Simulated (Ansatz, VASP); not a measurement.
## Two plane-wave programs on Be

```
Be
1.0
     2.62364    1.51476    5.61845
    -2.62364    1.51476    5.61845
     0.00000   -3.02952    5.61845
Be
12
Direct
  0.07380 0.54538 0.07380
  0.07380 0.07380 0.54538
  0.54538 0.07380 0.07380
  0.92620 0.45462 0.92620
  0.45462 0.92620 0.92620
  0.92620 0.92620 0.45462
  0.22891 0.61961 0.22891
  0.22891 0.22891 0.61961
  0.61961 0.22891 0.22891
  0.77109 0.38039 0.77109
  0.38039 0.77109 0.77109
  0.77109 0.77109 0.38039
```

Alike in both runs: functional r2SCAN; k mesh 6 × 6 × 6; occupations gaussian, width 0.1 eV; no spin polarisation.

Ansatz relaxed the structure, and its values are those at the end. VASP's run is a single point on that final structure, the one shown.

```csv
,VASP,Ansatz
version,VASP 6.6.1,Ansatz 0.2.0
potentials or method,"VASP PAW PBE potentials, release 64 (Be), cutoff 520 eV","scalar-relativistic, plane waves, PAW"
valence electrons in the cell,24,24
```

Ansatz gave:

- gap on the k mesh at the Fermi level (eV): none
- pressure (GPa): 0.0
- rms of the force components (eV/Å): 0.006

**Question.** Estimate VASP's values.

**Answer.** gap on the k mesh at the Fermi level (eV): none; pressure (GPa): 0.1; rms of the force components (eV/Å): 0.010.

VASP's potentials were made for PBE, not for r2SCAN. A gap of «none» marks a metal or a gap that the smearing closes. The functional is the same, so the differences come from potentials, cutoffs and numerics.
